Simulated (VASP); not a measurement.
# AlIr (Pm-3m) in VASP: settings compared

Aim: see how the results for AlIr move with the level of theory and the settings. Levels: LDA, LDA+U. Tasks: single point, relaxation of cell and atoms.

All numbers are computed with VASP 6.6.1; they aren't measurements. Logs are shortened: lines on timing, memory, paths and dates and some standing lists are left out, and cuts for length are marked.

**1. The cell of the first run**

Symmetry: Pm-3m, No. 221, cubic system. The conventional cell has a = 2.970 Å, b = 2.970 Å, c = 2.970 Å, α = 90.00°, β = 90.00°, γ = 90.00°. Al (site symmetry m-3m) has 8 Ir at 2.57 Å and 6 Al at 2.97 Å within 3.4 Å. Ir (site symmetry m-3m) has 8 Al at 2.57 Å and 6 Ir at 2.97 Å within 3.4 Å.

**2. Single point, LDA**

Input file INCAR:

```
SYSTEM = AlIr
PREC = Accurate
ENCUT = 560
EDIFF = 1E-6
ISMEAR = -1
SIGMA = 0.1
LREAL = .FALSE.
LASPH = .TRUE.
NELM = 120
ALGO = Normal
ISIF = 2
LWAVE = .FALSE.
LCHARG = .FALSE.
GGA = CA
NBANDS = 17
GGA_COMPAT = .FALSE.
```

Input file KPOINTS:

```
Automatic mesh
0
G
  14 14 14
  0 0 0
```

Input file POSCAR:

```
AlIr
1.0
    2.9697314270      0.0000000000      0.0000000000
    0.0000000000      2.9697314270      0.0000000000
    0.0000000000      0.0000000000      2.9697314270
Al Ir
1 1
Direct
    0.0000000000      0.0000000000      0.0000000000
    0.5000000000      0.5000000000      0.5000000000
```

Potentials or basis: VASP PAW LDA potentials, release 64 (Al, Ir_sv_GW).

On the command line:

```bash
$ cat potpaw_LDA.64/Al/POTCAR potpaw_LDA.64/Ir_sv_GW/POTCAR > POTCAR
$ mpirun -np 1 vasp_std > vasp.out
```

OUTCAR:

```text
SYSTEM = AlIr
   PREC = Accurate
   ENCUT = 560
   EDIFF = 1E-6
   ISMEAR = -1
   LREAL = .FALSE.
   LASPH = .TRUE.
   NELM = 120
   ISIF = 2
   GGA = CA

 ion  position               nearest neighbor table
   1  0.000  0.000  0.000-   2 2.57   2 2.57   2 2.57   2 2.57   2 2.57   2 2.57   2 2.57   2 2.57

   2  0.500  0.500  0.500-   1 2.57   1 2.57   1 2.57   1 2.57   1 2.57   1 2.57   1 2.57   1 2.57

  LATTYP: Found a simple cubic cell.
 ALAT       =     2.9697314270

  Lattice vectors:

 A1 = (   2.9697314270,   0.0000000000,   0.0000000000)
 A2 = (   0.0000000000,   2.9697314270,   0.0000000000)
 A3 = (   0.0000000000,   0.0000000000,   2.9697314270)

Analysis of symmetry for initial positions (statically):
=====================================================================
 Subroutine PRICEL returns:
 Original cell was already a primitive cell.

 Routine SETGRP: Setting up the symmetry group for a
 simple cubic supercell.

 Subroutine GETGRP returns: Found 48 space group operations
 (whereof 48 operations were pure point group operations)
 out of a pool of 48 trial point group operations.

The static configuration has the point symmetry O_h .

Analysis of symmetry for dynamics (positions and initial velocities):
=====================================================================
 Subroutine PRICEL returns:
 Original cell was already a primitive cell.

 Routine SETGRP: Setting up the symmetry group for a
 simple cubic supercell.

 Subroutine GETGRP returns: Found 48 space group operations
 (whereof 48 operations were pure point group operations)
 out of a pool of 48 trial point group operations.

The dynamic configuration has the point symmetry O_h .

 Subroutine INISYM returns: Found 48 space group operations
 (whereof 48 operations are pure point group operations),
 and found     1 'primitive' translations

----------------------------------------------------------------------------------------

                                     Primitive cell

  volume of cell :      26.1910

  direct lattice vectors                    reciprocal lattice vectors
     2.969731427  0.000000000  0.000000000     0.336730787  0.000000000  0.000000000
     0.000000000  2.969731427  0.000000000     0.000000000  0.336730787  0.000000000
     0.000000000  0.000000000  2.969731427     0.000000000  0.000000000  0.336730787

  length of vectors
     2.969731427  2.969731427  2.969731427     0.336730787  0.336730787  0.336730787

  position of ions in fractional coordinates (direct lattice)
     0.000000000  0.000000000  0.000000000
     0.500000000  0.500000000  0.500000000

  ion indices of the primitive-cell ions
   primitive index   ion index
                 1           1
                 2           2

----------------------------------------------------------------------------------------

 KPOINTS: Automatic mesh

Automatic generation of k-mesh.
 Grid dimensions read from file:
 generate k-points for:   14   14   14

 Generating k-lattice:

  Cartesian coordinates                     Fractional coordinates (reciprocal lattice)
     0.024052199  0.000000000  0.000000000     0.071428571  0.000000000  0.000000000
     0.000000000  0.024052199  0.000000000     0.000000000  0.071428571  0.000000000
     0.000000000  0.000000000  0.024052199     0.000000000  0.000000000  0.071428571

  Length of vectors
     0.024052199  0.024052199  0.024052199

  Shift w.r.t. Gamma in fractional coordinates (k-lattice)
     0.000000000  0.000000000  0.000000000

 Subroutine IBZKPT returns following result:
 ===========================================

 Found    120 irreducible k-points:

 Following reciprocal coordinates:
            Coordinates               Weight
  0.000000  0.000000  0.000000      1.000000
  0.071429  0.000000  0.000000      6.000000
  0.142857  0.000000  0.000000      6.000000
  0.214286  0.000000  0.000000      6.000000
  0.285714  0.000000  0.000000      6.000000
  0.357143  0.000000  0.000000      6.000000
[... 16 lines left out ...]
  0.285714  0.214286  0.000000     24.000000
  0.357143  0.214286  0.000000     24.000000
 [... further k-points ...]
   k-points           NKPTS =    120   k-points in BZ     NKDIM =    120   number of bands    NBANDS=     17
   number of dos      NEDOS =    301   number of ions     NIONS =      2
   total plane-waves  NPLWV =  13824
   dimension x,y,z NGX =    24 NGY =   24 NGZ =   24
   dimension x,y,z NGXF=    48 NGYF=   48 NGZF=   48
   ions per type =               1   1
   NGX,Y,Z   is equivalent  to a cutoff of  13.44, 13.44, 13.44 a.u.
   NGXF,Y,Z  is equivalent  to a cutoff of  26.87, 26.87, 26.87 a.u.
 SYSTEM =  AlIr
   PREC   = accura    normal or accurate (medium, high low for compatibility)
   ISTART =      0    job   : 0-new  1-cont  2-samecut
   ICHARG =      2    charge: 1-file 2-atom 10-const
   ISPIN  =      1    spin polarized calculation?
   LNONCOLLINEAR =      F non collinear calculations
[... 26 lines left out ...]
  Fermi-wavevector in a.u.,A,eV,Ry     =   1.496354  2.827699 30.464465  2.239075
  Thomas-Fermi vector in A             =   2.608381
   LORBIT       =      0    0 simple, 1 ext, 2 COOP (PROOUT), +10 PAW based schemes
   GGA     = CA    functional components
   LHFCALC =     F    Hartree Fock is set to
   AEXX    =    0.0000 exact exchange contribution
   IVDW    =     0    specifies the selected vdW correction
   LEPSILON=     F    determine dielectric tensor
   LRPA    =     F    only Hartree local field effects (RPA)
 non-spin polarized calculation
  energy-cutoff  :      560.00
  volume of cell :       26.19
 maximum number of plane-waves:       840
 NGX is ok and might be reduce to    24
   NGX = 11   NGY = 11   NGZ = 11

 number of electron      20.0000000 magnetization

 Free energy of the ion-electron system (eV)
  ---------------------------------------------------
  ext. energy  EPLUGINS =         0.00000000
  ---------------------------------------------------
  free energy    TOTEN  =       -17.01904118 eV

  energy without entropy =      -17.00173786  energy(sigma->0) =      -17.01038952

 E-fermi :  12.3546     XC(G=0): -13.2756

 val. band max:       12.2578782386   @ k =   0.5000   0.3571   0.2857
 cond. band min:      12.3603738679   @ k =   0.4286   0.4286   0.0000
 fundamental gap:      0.1024956293
 Fermi energy:        12.3546265411

 k-point     1 :       0.0000    0.0000    0.0000
  band No.  band energies     occupation
      1     -80.0604      2.00000
      2     -37.1136      2.00000
      3     -37.1136      2.00000
      4     -37.1136      2.00000
      5      -0.1124      2.00000
      6       6.2986      2.00000
[... 9 lines left out ...]
     16      24.1748      0.00000
     17      30.3891      0.00000

 k-point     2 :       0.0714    0.0000    0.0000
  band No.  band energies     occupation
      1     -80.0606      2.00000
      2     -37.1230      2.00000
      3     -37.1134      2.00000
      4     -37.1134      2.00000
      5      -0.0066      2.00000
      6       6.3335      2.00000
[... 9 lines left out ...]
     16      24.5905      0.00000
     17      30.1820      0.00000

 k-point     3 :       0.1429    0.0000    0.0000
  band No.  band energies     occupation
      1     -80.0599      2.00000
      2     -37.1478      2.00000
      3     -37.1115      2.00000
      4     -37.1115      2.00000
      5       0.3052      2.00000
      6       6.4335      2.00000
[... 9 lines left out ...]
     16      25.9300      0.00000
     17      29.4271      0.00000

 k-point     4 :       0.2143    0.0000    0.0000
  band No.  band energies     occupation
      1     -80.0590      2.00000
      2     -37.1836      2.00000
      3     -37.1089      2.00000
      4     -37.1089      2.00000
      5       0.8061      2.00000
      6       6.5398      2.00000
[... 9 lines left out ...]
     16      27.8336      0.00000
     17      28.2650      0.00000
[... 343 lines left out ...]
      1     -80.0564      2.00000
      2     -37.1789      2.00000
      3     -37.1752      2.00000
      4     -37.1032      2.00000
      5       1.6763      2.00000
      6       6.6229      2.00000
[... 9 lines left out ...]
     16      25.9914      0.00000
     17      26.9783      0.00000

 k-point    23 :       0.2857    0.2143    0.0000
  band No.  band energies     occupation
      1     -80.0549      2.00000
      2     -37.2159      2.00000
      3     -37.1732      2.00000
      4     -37.0998      2.00000
      5       2.2923      2.00000
      6       6.4390      2.00000
[... 9 lines left out ...]
     16      26.0020      0.00000
     17      26.3581      0.00000

 k-point    24 :       0.3571    0.2143    0.0000
  band No.  band energies     occupation
      1     -80.0536      2.00000
      2     -37.2503      2.00000
      3     -37.1698      2.00000
      4     -37.0971      2.00000
      5       3.0126      2.00000
      6       5.9777      2.00000
[... 9 lines left out ...]
     16      25.0839      0.00000
     17      27.0116      0.00000

 [... further k-points ...]

------------------------ aborting loop because EDIFF is reached ----------------------------------------

  FORCE on cell =-STRESS in cart. coord.  units (eV):
  Direction    XX          YY          ZZ          XY          YZ          ZX
  --------------------------------------------------------------------------------------
  -------------------------------------------------------------------------------------
  Total       -0.0200828     -0.0200828     -0.0200828     -0.0000000     -0.0000000      0.0000000
  in kB       -1.2285212     -1.2285212     -1.2285212     -0.0000000     -0.0000000      0.0000000
  external PRESSURE =      -1.2285212 kB  Pullay stress =       0.0000000 kB

 VOLUME and BASIS-vectors are now :
 -----------------------------------------------------------------------------
  energy-cutoff  :      560.00
  volume of cell :       26.19
      direct lattice vectors                 reciprocal lattice vectors
     2.969731427  0.000000000  0.000000000     0.336730787  0.000000000  0.000000000
     0.000000000  2.969731427  0.000000000     0.000000000  0.336730787  0.000000000
     0.000000000  0.000000000  2.969731427     0.000000000  0.000000000  0.336730787

 POSITION                                       TOTAL-FORCE (eV/Angst)
 -----------------------------------------------------------------------------------
      0.00000      0.00000      0.00000         0.000000      0.000000      0.000000
      1.48487      1.48487      1.48487         0.000000      0.000000      0.000000
 -----------------------------------------------------------------------------------
    total drift:                                0.000000     -0.000000     -0.000000

  FREE ENERGIE OF THE ION-ELECTRON SYSTEM (eV)
  ---------------------------------------------------
  free  energy   TOTEN  =       -17.0190411840 eV

  energy  without entropy=      -17.0017378570  energy(sigma->0) =      -17.01038952
```

Wall time 16 s (1 thread of AMD EPYC 9R45 (Zen 5), shared host); peak memory 0.15 GiB.

What came out:

```yaml
Free_energy: -17.0190 eV
Pressure: -0.1 GPa
Band_gap_on_the_k_mesh: zero (bands 10 and 11 overlap by 1.54 eV)
```

Levels at points of the mesh, in eV from the Fermi level:
| k point | band 6 | band 7 | band 8 | band 9 | band 10 | band 11 | band 12 | band 13 | band 14 | band 15 |
| --- | --- | --- | --- | --- | --- | --- | --- | --- | --- | --- |
| (0.00, 0.00, 0.00) | -6.06 | -6.06 | -1.84 | -1.84 | -1.84 | 4.27 | 4.27 | 4.27 | 10.03 | 10.03 |
| (0.50, 0.00, 0.00) | -7.37 | -5.25 | -3.84 | -3.84 | -1.54 | 0.27 | 5.83 | 9.15 | 9.15 | 11.51 |
| (0.50, 0.50, 0.00) | -5.91 | -3.38 | -3.38 | -3.28 | -3.28 | -0.26 | 2.34 | 5.32 | 8.98 | 12.65 |
| (0.50, 0.50, 0.50) | -6.96 | -6.96 | -0.15 | -0.15 | 1.00 | 2.05 | 2.05 | 2.05 | 6.78 | 7.86 |

Caveat: spin-orbit coupling is left out, which moves the levels of the heavy elements.

**3. Single point, LDA**

This run uses another cell than the first one, of 12.85 Å³/atom.

Input file INCAR:

```
SYSTEM = AlIr
ALGO = Normal
EDIFF = 1E-6
ENCUT = 560
GGA_COMPAT = .FALSE.
ISIF = 2
ISMEAR = -1
LASPH = .TRUE.
LCHARG = .TRUE.
LELF = .TRUE.
LREAL = .FALSE.
LVHAR = .TRUE.
LWAVE = .FALSE.
NBANDS = 17
NELM = 120
PREC = Accurate
SIGMA = 0.1
```

Input file KPOINTS:

```
k-points
0
G
  14 14 14
  0 0 0
```

Input file POSCAR:

```
AlIr
1.0
    2.9514184138      0.0000000000      0.0000000000
    0.0000000000      2.9514184138      0.0000000000
    0.0000000000      0.0000000000      2.9514184138
Al Ir
1 1
Direct
    0.0000000000      0.0000000000      0.0000000000
    0.5000000000      0.5000000000      0.5000000000
```

Potentials or basis: VASP PAW LDA potentials, release 64 (Al, Ir_sv_GW).

On the command line:

```bash
$ cat potpaw_LDA.64/Al/POTCAR potpaw_LDA.64/Ir_sv_GW/POTCAR > POTCAR
$ mpirun -np 1 vasp_std > vasp.out
```

Run time: 23 s. Hardware: 1 thread of Intel Xeon 6975P-C (Granite Rapids), shared host; peak memory 0.18 GiB.

It converged, with:

```
Free energy            : -17.0091 eV
Pressure               : 4.9 GPa
Band gap on the k mesh : zero (bands 10 and 11 overlap by 1.54 eV)
```

Levels at points of the mesh, in eV from the Fermi level:
| k point | band 8 | band 9 | band 10 | band 11 | band 12 | band 13 |
| --- | --- | --- | --- | --- | --- | --- |
| (0.00, 0.00, 0.00) | -1.89 | -1.89 | -1.89 | 4.29 | 4.29 | 4.29 |
| (0.50, 0.00, 0.00) | -3.94 | -3.94 | -1.58 | 0.29 | 5.76 | 9.18 |
| (0.50, 0.50, 0.00) | -3.48 | -3.36 | -3.36 | -0.26 | 2.40 | 5.48 |
| (0.50, 0.50, 0.50) | -0.15 | -0.15 | 1.06 | 2.03 | 2.03 | 2.03 |

Caveat: the cell stands under pressure; spin-orbit coupling is left out, which moves the levels of the heavy elements.

**4. Single point, LDA**

This run uses another cell than the first one, of 12.85 Å³/atom.

Input file INCAR:

```
SYSTEM = AlIr
  ALGO = Normal
  EDIFF = 1E-6
  ENCUT = 560
  GGA_COMPAT = .False.
  ISIF = 2
  ISMEAR = -1
  LASPH = .True.
  LCHARG = .True.
  LELF = .True.
  LREAL = .False.
  LVHAR = .True.
  LWAVE = .False.
  NBANDS = 17
  NELM = 120
  PREC = Accurate
  SIGMA = 0.1
```

Input file KPOINTS:

```
k-points
0
Gamma
  14 14 14
  0 0 0
```

Input file POSCAR:

```
AlIr
1.0
    2.9514184142      0.0000000000      0.0000000000
    0.0000000000      2.9514184142      0.0000000000
    0.0000000000      0.0000000000      2.9514184142
Al Ir
1 1
Direct
    0.0000000000      0.0000000000      0.0000000000
    0.5000000000      0.5000000000      0.5000000000
```

On the command line:

```bash
$ cat potpaw_LDA.64/Al/POTCAR potpaw_LDA.64/Ir_sv_GW/POTCAR > POTCAR
$ mpirun -np 1 vasp_std > vasp.out
```

Wall time 51 s (1 thread of AMD EPYC 7R43 (Zen 3), shared host); peak memory 0.14 GiB.

Results (log left out):

```
Free energy            : -17.0091 eV
Pressure               : 4.9 GPa
Band gap on the k mesh : zero (bands 10 and 11 overlap by 1.54 eV)
```

Levels at points of the mesh, in eV from the Fermi level:
```
           k point  band 7  band 8  band 9  band 10  band 11  band 12  band 13  band 14
(0.00, 0.00, 0.00)   -6.23   -1.89   -1.89    -1.89     4.29     4.29     4.29    10.09
(0.50, 0.00, 0.00)   -5.40   -3.94   -3.94    -1.58     0.29     5.76     9.18     9.18
(0.50, 0.50, 0.00)   -3.48   -3.48   -3.36    -3.36    -0.26     2.40     5.48     9.07
(0.50, 0.50, 0.50)   -7.13   -0.15   -0.15     1.06     2.03     2.03     2.03     6.96
```

Caveat: the cell stands under pressure; spin-orbit coupling is left out, which moves the levels of the heavy elements.

**5. Relaxation of cell and atoms, LDA+U, target pressure 5 GPa, at which the enthalpy is minimised**

Input file INCAR:

```
  ALGO = Normal
  EDIFF = 1E-7
  EDIFFG = -0.002
  ENCUT = 560
  GGA_COMPAT = F
  IBRION = 2
  ISIF = 3
  ISMEAR = -1
  LASPH = T
  LCHARG = F
  LDAU = T
  LDAUJ = 0 0
  LDAUL = -1 2
  LDAUPRINT = 1
  LDAUTYPE = 2
  LDAUU = 0 4
  LMAXMIX = 4
  LREAL = F
  LWAVE = F
  NELM = 200
  NELMIN = 4
  NSW = 100
  PREC = Accurate
  PSTRESS = 50.0
  SIGMA = 0.1
```

Input file KPOINTS:

```
k-points
0
Gamma
  14 14 14
```

Input file POSCAR:

```
AlIr
1.0
    2.9697314270      0.0000000000      0.0000000000
    0.0000000000      2.9697314270      0.0000000000
    0.0000000000      0.0000000000      2.9697314270
Al Ir
1 1
Direct
    0.0000000000      0.0000000000      0.0000000000
    0.5000000000      0.5000000000      0.5000000000
```

On the command line:

```bash
$ cat potpaw_LDA.64/Al/POTCAR potpaw_LDA.64/Ir_sv_GW/POTCAR > POTCAR
$ mpirun -np 1 vasp_std > vasp.out
```

Run time: 42 s. Hardware: 1 thread of Intel Xeon 6975P-C (Granite Rapids), shared host; peak memory 0.18 GiB.

It converged, with:

```
Free energy                                                : -12.6767 eV
Relaxed volume                                             : 12.70 Å³/atom
Relaxed cell                                               : a = 2.939 Å, b = 2.939 Å, c = 2.939 Å, α = 90.00°, β = 90.00°, γ = 90.00°
Space group after relaxing (to 0.1 Å)                      : Pm-3m (No. 221)
Energy change on relaxing (the run minimises the enthalpy) : +1.6 meV/atom
Ionic steps                                                : 4
Pressure after relaxing                                    : 5.0 GPa
Band gap on the k mesh                                     : zero (bands 10 and 11 overlap by 1.57 eV)
```

Step by step:
```tsv
step	energy change (eV)	largest force (eV/Å)	pressure (GPa)	volume (Å³)
1	0.0000	0.0000	-3.45	26.19
2	0.1784	0.0000	28.93	23.66
3	0.0027	0.0000	4.78	25.41
4	0.0032	0.0000	4.98	25.39
```

Final structure:
```
Al Ir
1.0
     2.93919    0.00000    0.00000
     0.00000    2.93919    0.00000
     0.00000    0.00000    2.93919
Al Ir
1 1
Direct
  0.00000 0.00000 0.00000
  0.50000 0.50000 0.50000
```

Levels at points of the mesh, in eV from the Fermi level:
```csv
k point,band 7,band 8,band 9,band 10,band 11,band 12,band 13,band 14
"(0.00, 0.00, 0.00)",-6.37,-2.51,-2.51,-2.51,4.32,4.32,4.32,10.10
"(0.50, 0.00, 0.00)",-5.52,-4.54,-4.54,-2.21,0.32,5.68,9.24,9.24
"(0.50, 0.50, 0.00)",-4.10,-4.10,-3.40,-3.40,-0.25,2.52,5.25,9.09
"(0.50, 0.50, 0.50)",-7.66,-0.13,-0.13,1.03,2.08,2.08,2.08,7.24
```

Eigenvalues of the final occupation matrices:
| site | spin | trace | eigenvalues |
| --- | --- | --- | --- |
| site 2 d | 1 | 3.36 | 0.57 0.57 0.74 0.74 0.74 |
| site 2 d | 2 | 3.36 | 0.57 0.57 0.74 0.74 0.74 |

Caveat: the cell is relaxed towards a set pressure, so the run minimises the enthalpy, not the energy; spin-orbit coupling is left out, which moves the levels of the heavy elements; U without spin polarisation on a metal has little footing; the U is typed as a test and isn't derived for this compound.

**6. The runs side by side**

```csv
task,level,U,cell,gap on the mesh (eV),pressure (GPa)
single point,LDA,-,"a = 2.970 Å, 2 atoms",none,-0.1
single point,LDA,-,"a = 2.951 Å, 2 atoms",none,4.9
relaxation of cell and atoms,LDA+U,Ir d U = 4.0 eV,"relaxed to 5 GPa from a = 2.970 Å, 2 atoms",none,5.0
```

Alike in all rows: potentials or basis VASP PAW LDA potentials, release 64 (Al, Ir_sv_GW); no spin polarisation; k mesh 14 × 14 × 14; cutoff (eV) 560; smearing fermi-dirac 0.1 eV.

Caveats: spin-orbit coupling is left out, which moves the levels of the heavy elements; the cell stands under pressure (at least some runs); the cell is relaxed towards a set pressure, so the run minimises the enthalpy, not the energy (at least some runs); U without spin polarisation on a metal has little footing (at least some runs); the U is typed as a test and isn't derived for this compound (at least some runs).

Total energies depend on the potentials used, so only differences within one code and one set of settings carry meaning.

The gap in the log of VASP goes by the Fermi energy; the results here count the filled bands.